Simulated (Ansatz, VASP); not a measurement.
SnO in VASP and in Ansatz

INCAR

```
SYSTEM = SnO
PREC = Accurate
ENCUT = 520
EDIFF = 1E-7
ISMEAR = 0
SIGMA = 0.15
LREAL = .FALSE.
LASPH = .TRUE.
NELM = 60
ALGO = Normal
ISIF = 2
LWAVE = .FALSE.
LCHARG = .FALSE.
GGA = PE
IVDW = 12
NBANDS = 28
```

The input KPOINTS:

```
regular mesh
0
G
  10 10 8
  0 0 0
```

File POSCAR:

```
SnO
1.0
    3.8370962941      0.0000000000      0.0000000000
    0.0000000000      3.8370962941      0.0000000000
    0.0000000000      0.0000000000      4.7621297486
Sn O
2 2
Direct
    0.0000000000      0.5000000000      0.2432421493
    0.5000000000      0.0000000000      0.7567578507
    0.0000000000      0.0000000000      0.0000000000
    0.5000000000      0.5000000000      0.0000000000
```

Input for Ansatz:

```yaml
crystal:
  lattice:
    - [3.8370962941, 0.0, 0.0]
    - [0.0, 3.8370962941, 0.0]
    - [0.0, 0.0, 4.7621297486]
  atoms:
    - { symbol: Sn, position: [0.0, 0.5, 0.2432421493] }
    - { symbol: Sn, position: [0.5, 0.0, 0.7567578507] }
    - { symbol: O, position: [0.0, 0.0, 0.0] }
    - { symbol: O, position: [0.5, 0.5, 0.0] }
basis:
  ecutwfc: 420
kpoints:
  mp_grid: { grid: [10, 10, 8] }
hamiltonian:
  xc: pbe
  dispersion: d3bj
scf:
  occupations: { method: gaussian, width: 0.15 }
output:
  forces: true
  stress: true
  eigenvalues: true
```

Alike in both runs: task single point; functional PBE; dispersion D3(BJ); k mesh 10 × 10 × 8; occupations gaussian, width 0.15 eV; no spin polarisation.

|  | VASP | Ansatz |
| --- | --- | --- |
| version | VASP 6.6.1 | Ansatz 0.2.0 |
| potentials or method | VASP PAW PBE potentials, release 64 (Sn_d, O), cutoff 520 eV | scalar-relativistic, plane waves, PAW |
| valence electrons in the cell | 40 | 40 |

|  | VASP | Ansatz | Ansatz less VASP |
| --- | --- | --- | --- |
| gap on the k mesh at the Fermi level (eV) | none | none | - |
| pressure (GPa) | 0.2 | 0.0 | -0.22 |
| rms of the force components (eV/Å) | 0.036 | 0.003 | -0.0324 |

Atom by atom the forces differ by 0.032 eV/Å (rms over components). A gap of «none» marks a metal or a gap that the smearing closes.
